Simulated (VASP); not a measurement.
Here is a VASP 6.6.1 calculation.

Contents of INCAR:

```
SYSTEM = PIr
PREC     = Accurate       ! precision mode
ENCUT    = 500            ! plane-wave cutoff, eV
EDIFF    = 1E-6           ! SCF threshold, eV
ISMEAR   = 0              ! smearing method
SIGMA    = 0.05           ! smearing width, eV
LREAL    = .FALSE.        ! projectors in reciprocal space
LASPH    = .TRUE.         ! aspherical terms in the spheres
NELM     = 120            ! most SCF steps
ALGO     = Normal         ! electronic algorithm
ISIF     = 2              ! what is computed and relaxed
LWAVE    = .FALSE.        ! write WAVECAR
LCHARG   = .FALSE.        ! write CHGCAR
GGA      = CA             ! functional
NBANDS   = 18             ! bands
GGA_COMPAT= .FALSE.
```

File KPOINTS:

```
Automatic mesh
0
G
  12 12 12
  0 0 0
```

POSCAR

```
PIr
1.0
    0.0000000000      2.6258420330      2.6258420330
    2.6258420330      0.0000000000      2.6258420330
    2.6258420330      2.6258420330      0.0000000000
Ir P
1 1
Direct
    0.0000000000      0.0000000000      0.0000000000
    0.2500000000      0.2500000000      0.2500000000
```

Potentials or basis: VASP PAW LDA potentials, release 64 (Ir_sv_GW, P).

Command:

```console
$ cat potpaw_LDA.64/Ir_sv_GW/POTCAR potpaw_LDA.64/P/POTCAR > POTCAR
$ mpirun -np 1 vasp_std > vasp.out
```

Problem. Estimate the pressure.

Solution. -9.0 GPa.

Problem. Predict the band gap on the k mesh.

Solution. Zero (band 11 reaches 11.14 eV, above the bottom of band 12 at 7.03 eV).

Caveat: spin-orbit coupling is left out, which moves the levels of the heavy elements.
